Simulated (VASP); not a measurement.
Write the native input for VASP 6.6.1 that does the following.

* Task: single point
* Functional: PBEsol
* Potentials or basis: VASP PAW PBE potentials, release 64 (Mg, H)
* Cutoff: 520 eV
* k mesh: 4 × 3 × 4
* Occupations: gaussian, width 0.1 eV
* Spin: no spin polarisation
* Dipole correction: no
* Further INCAR settings: ALGO = Normal; EDIFF = 1e-07; NBANDS = 24

The structure of Mg12H (a cell with a defect) lies in POSCAR:

```
Mg12H
1.0
    6.4200000000      0.0000000000      0.0000000000
   -4.8150000000      8.3398250000      0.0000000000
    0.0000000000      0.0000000000      5.2130400000
Mg H
12 1
Direct
   -0.0015698431     -0.0007687212     -0.0014392754
    0.1655599604      0.2211993657      0.4978594064
    0.0027443261      0.3305901503     -0.0029326458
    0.1679696311      0.5561331323      0.5013044212
    0.0015591190      0.6711594068     -0.0031685926
    0.1668234722      0.8896408498      0.5008964059
    0.5004951935     -0.0006942592     -0.0000531360
    0.6648836921      0.2191296580      0.5020258813
    0.4971516899      0.3329995533     -0.0020686586
    0.6656158044      0.5572584557      0.5020366235
    0.5026037111      0.6683881257      0.0020180164
    0.6671938089      0.8899819840      0.5015869819
    0.8416894260      0.4485935856      1.1236451284
```

The input as run:

INCAR

```
SYSTEM = Mg12H
PREC = Accurate
ENCUT = 520
EDIFF = 1E-7
ISMEAR = 0
SIGMA = 0.1
LREAL = .FALSE.
LASPH = .TRUE.
NELM = 80
ALGO = Normal
ISIF = 2
LWAVE = .FALSE.
LCHARG = .FALSE.
GGA = PS
NBANDS = 24
```

KPOINTS

```
Automatic mesh
0
G
  4 3 4
  0 0 0
```

Potentials or basis: VASP PAW PBE potentials, release 64 (Mg, H).

Command:

```sh
$ cat potpaw_PBE.64/Mg/POTCAR potpaw_PBE.64/H/POTCAR > POTCAR
$ mpirun -np 1 vasp_std > vasp.out
```

Results of the run:

```json
{
  "Pressure": "-0.8 GPa",
  "Largest force": "0.216 eV/Å",
  "Band gap on the k mesh": "zero (an odd number of electrons rules out a gap without spin polarisation)"
}
```

Caveat: the PAW data sets were made with another functional, which shifts forces and pressure a little.

Wall time 2.8 min on 1 thread of Intel(R) Xeon(R) Platinum 8488C (Sapphire Rapids), on a shared host, peak memory 0.42 GiB.
